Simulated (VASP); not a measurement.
Set up this calculation in VASP 6.6.1, as the native input.

```
Task                   : single point
Functional             : LDA
Potentials or basis    : VASP PAW LDA potentials, release 64 (Au)
Cutoff                 : 520 eV
k mesh                 : 17 × 17 × 17
Occupations            : fermi-dirac, width 0.1 eV
Spin                   : no spin polarisation
Dipole correction      : no
Further INCAR settings : ALGO = Normal; EDIFF = 1e-07; NBANDS = 12
```

The structure of Au lies in POSCAR:

```
Au
1.0
   -1.5806713306      1.5806713306      1.5806713306
    1.5806713306     -1.5806713306      1.5806713306
    1.5806713306      1.5806713306     -1.5806713306
Au
1
Direct
    0.0000000000      0.0000000000      0.0000000000
```

This cell differs from its parent crystal: volume scaled by 0.95.

One way to write it, as run:

INCAR

```
SYSTEM = Au
PREC = Accurate ; ENCUT = 520
EDIFF = 1E-7 ; ISMEAR = -1
SIGMA = 0.1 ; LREAL = .False.
LASPH = .True. ; NELM = 60
ALGO = Normal ; ISIF = 2
LWAVE = .False. ; LCHARG = .False.
GGA = CA ; NBANDS = 12
```

KPOINTS

```
Automatic mesh
0
Gamma
  17 17 17
  0 0 0
```

Potentials or basis: VASP PAW LDA potentials, release 64 (Au).

Launch:

```console
$ cat potpaw_LDA.64/Au/POTCAR > POTCAR
$ mpirun -np 1 vasp_std > vasp.out
```

Results of the run:

```yaml
Pressure: 11.9 GPa
```

It took 11 s on 1 thread of Intel(R) Xeon(R) Platinum 8488C (Sapphire Rapids), with other jobs on the host, peak memory 0.14 GiB.
